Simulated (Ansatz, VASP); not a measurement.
## One calculation of Zr, two programs

File INCAR:

```
SYSTEM = Zr
PREC = Accurate
ENCUT = 520
EDIFF = 1E-6
ISMEAR = -1
SIGMA = 0.05
LREAL = .FALSE.
LASPH = .TRUE.
NELM = 150
ALGO = Normal
ISIF = 2
LWAVE = .FALSE.
LCHARG = .FALSE.
ISPIN = 2
MAGMOM = 1 1
LORBIT = 11
LMAXMIX = 4
GGA = PE
NBANDS = 23
```

The input KPOINTS:

```
Automatic mesh
0
G
  18 18 10
  0 0 0
```

Contents of POSCAR:

```
Zr
1.0
    3.0991428698      0.0000000000      0.0000000000
   -1.5495714349      2.6839364552      0.0000000000
    0.0000000000      0.0000000000      4.9468637157
Zr
2
Direct
    0.3333333333      0.6666666667      0.2500000000
    0.6666666667      0.3333333333      0.7500000000
```

Input for Ansatz:

```yaml
crystal:
  lattice:
    - [3.0991428699, 0.0, 0.0]
    - [-1.5495714349, 2.6839364553, 0.0]
    - [0.0, 0.0, 4.9468637159]
  atoms:
    - { symbol: Zr, position: [0.3333333333, 0.6666666667, 0.25], spin: 1.0 }
    - { symbol: Zr, position: [0.6666666667, 0.3333333333, 0.75], spin: 1.0 }
hamiltonian:
  xc: pbe
  pseudopotentials:
    kind: paw
    azcp:
      Zr: "pseudopotentials/Zr.paw.azcp"
basis:
  ecutwfc: 420
  fft_grid_basis: typed
kpoints:
  mp_grid: { grid: [18, 18, 10], shift: [0, 0, 0] }
magnetization:
  spin_polarized: true
scf:
  occupations: { method: fermi_dirac, width: 0.05 }
output:
  stress: true
```

Alike in both runs: task single point; functional PBE; k mesh 18 × 18 × 10; occupations fermi-dirac, width 0.05 eV; collinear spin.

|  | VASP | Ansatz |
| --- | --- | --- |
| version | VASP 6.6.1 | Ansatz 0.2.0 |
| potentials or method | VASP PAW PBE potentials, release 64 (Zr_sv), cutoff 520 eV | plane waves (420 eV) with PAW, scalar-relativistic |
| valence electrons in the cell | 24 | 24 |

VASP gave:

* pressure (GPa): 14.8
* traceless stress, the component that is largest in VASP (GPa): 1.22
* net moment per atom (μB): 0.00

Problem. What did Ansatz give for the same quantities?

Solution. Pressure (GPa): 14.8; traceless stress, the component that is largest in VASP (GPa): 1.23; net moment per atom (μB): 0.00.

The functional is the same, so the differences come from potentials, cutoffs and numerics. Ansatz's warnings: seeded moment not kept.
